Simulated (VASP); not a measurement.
Input of a VASP 6.6.1 run:

Contents of INCAR:

```
SYSTEM = Si4Cl
ALGO = Normal ; EDIFF = 1E-6
EDIFFG = -0.04 ; ENCUT = 600
GGA = PE ; IBRION = 2
ISIF = 3 ; ISMEAR = 0
LASPH = .TRUE. ; LCHARG = .FALSE.
LREAL = .FALSE. ; LWAVE = .FALSE.
NELM = 80 ; NSW = 90
PREC = Accurate ; SIGMA = 0.1
```

The input KPOINTS:

```
k-points
0
G
  6 6 4
  0 0 0
```

POSCAR

```
Si4Cl
1.0
    4.3188235600      0.0000000000      0.0000000000
   -2.1594117800      3.7402109200      0.0000000000
    0.0000000000      0.0000000000      6.6544041400
Si Cl
4 1
Direct
    0.3333333300      0.6666666700      0.0000000000
    0.6666666700      0.3333333300      0.0000000000
    0.0000000000      0.0000000000      0.7326636600
    0.0000000000      0.0000000000      0.2673363400
    0.0000000000      0.0000000000      0.5000000000
```

Potentials or basis: VASP PAW PBE potentials, release 64 (Si, Cl).

Launch:

```bash
$ cat potpaw_PBE.64/Si/POTCAR potpaw_PBE.64/Cl/POTCAR > POTCAR
$ mpirun -np 1 vasp_std > vasp.out
```

Problem. Predict the relaxed volume.

Solution. 22.39 Å³/atom.

Problem. Predict the relaxed cell.

Solution. a = 4.189 Å, b = 4.189 Å, c = 7.368 Å, α = 90.00°, β = 90.00°, γ = 120.00°.

Final structure:
```cif
data_structure
_symmetry_space_group_name_H-M 'P 1'
_symmetry_Int_Tables_number 1
_cell_length_a 4.1891
_cell_length_b 4.1891
_cell_length_c 7.3676
_cell_angle_alpha 90.000
_cell_angle_beta 90.000
_cell_angle_gamma 120.000
_cell_volume 111.97
loop_
_atom_site_label
_atom_site_type_symbol
_atom_site_fract_x
_atom_site_fract_y
_atom_site_fract_z
_atom_site_occupancy
Si1 Si 0.33333 0.66667 0.00000 1
Si2 Si 0.66667 0.33333 0.00000 1
Si3 Si 0.00000 0.00000 0.82692 1
Si4 Si 0.00000 0.00000 0.17308 1
Cl1 Cl 0.00000 0.00000 0.50000 1
```

Caveat: an odd number of electrons without spin polarisation forces a metal; a magnetic or distorted state may lie lower.
